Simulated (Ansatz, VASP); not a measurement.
# One calculation of GaN, two programs

The input INCAR:

```
PREC = Accurate
ENCUT = 520
EDIFF = 1E-7
ISMEAR = -1
SIGMA = 0.1
LREAL = F
LASPH = T
NELM = 60
ALGO = Normal
ISIF = 2
LWAVE = F
LCHARG = F
GGA = CA
NBANDS = 16
```

File KPOINTS:

```
regular mesh
0
Gamma
  17 17 17
```

File POSCAR:

```
GaN
1.0
    0.0000000000      2.0905900561      2.0905900561
    2.0905900561      0.0000000000      2.0905900561
    2.0905900561      2.0905900561      0.0000000000
Ga N
1 1
Direct
    0.0000000000      0.0000000000      0.0000000000
    0.5000000000      0.5000000000      0.5000000000
```

Input for Ansatz:

```yaml
crystal:
  lattice:
    - [0.0, 2.0905900561, 2.0905900561]
    - [2.0905900561, 0.0, 2.0905900561]
    - [2.0905900561, 2.0905900561, 0.0]
  atoms:
    - { symbol: Ga, position: [0.0, 0.0, 0.0] }
    - { symbol: "N", position: [0.5, 0.5, 0.5] }
kpoints:
  mp_grid: { grid: [17, 17, 17] }
  band_path:
    path:
      - [0.0, 0.0, 0.0]
      - [0.5, 0.0, 0.5]
      - [0.625, 0.25, 0.625]
      - [0.375, 0.375, 0.75]
      - [0.0, 0.0, 0.0]
      - [0.5, 0.5, 0.5]
      - [0.5, 0.25, 0.75]
      - [0.5, 0.0, 0.5]
    npoints: 14
scf:
  occupations: { method: fermi_dirac, width: 0.1 }
hamiltonian:
  xc: lda
  pseudopotentials: { kind: all_electron, lapw: { basis_error: 0.001 } }
output:
  forces: true
  stress: true
  eigenvalues: true
  populations: true
  dos: { projected: true, de: 0.2, e_range: [-14, 8] }
```

Alike in both runs: task single point; functional LDA; k mesh 17 × 17 × 17; occupations fermi-dirac, width 0.1 eV; no spin polarisation.

|  | VASP | Ansatz |
| --- | --- | --- |
| version | VASP 6.6.1 | Ansatz 0.2.0 |
| potentials or method | VASP PAW LDA potentials, release 64 (Ga_d, N), cutoff 520 eV | all-electron LAPW, scalar-relativistic |

|  | VASP | Ansatz | Ansatz less VASP |
| --- | --- | --- | --- |
| pressure (GPa) | 1.5 | 0.2 | -1.23 |

LDA's correlation is that of Perdew and Zunger in VASP and of Perdew and Wang (1992) in Ansatz. Ansatz ran all-electron here, and VASP with PAW potentials.
